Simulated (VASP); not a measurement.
Input of a VASP 6.6.1 run:

Contents of INCAR:

```
SYSTEM = GaN
  PREC = Accurate
  ENCUT = 600
  EDIFF = 1E-6
  ISMEAR = 0
  SIGMA = 0.01
  LREAL = .False.
  LASPH = .True.
  NELM = 120
  ALGO = Normal
  ISIF = 2
  LWAVE = .False.
  LCHARG = .False.
  GGA = CA
  NBANDS = 16
  GGA_COMPAT = .False.
```

File KPOINTS:

```
regular mesh
0
Gamma
  8 8 8
  0 0 0
```

The input POSCAR:

```
GaN
1.0
    0.0000000000      2.0073114102      2.0073114102
    2.0073114102      0.0000000000      2.0073114102
    2.0073114102      2.0073114102      0.0000000000
Ga N
1 1
Direct
    0.0000000000      0.0000000000      0.0000000000
    0.5000000000      0.5000000000      0.5000000000
```

Potentials or basis: VASP PAW LDA potentials, release 64 (Ga_d, N).

Command:

```console
$ cat potpaw_LDA.64/Ga_d/POTCAR potpaw_LDA.64/N/POTCAR > POTCAR
$ mpirun -np 1 vasp_std > vasp.out
```

Problem. Predict the pressure.

Solution. 42.2 GPa.

Problem. What does it give for the band gap on the k mesh?

Solution. 1.47 eV (least direct gap 4.97 eV).

Caveat: the cell stands under pressure. A k mesh can miss the band edges.
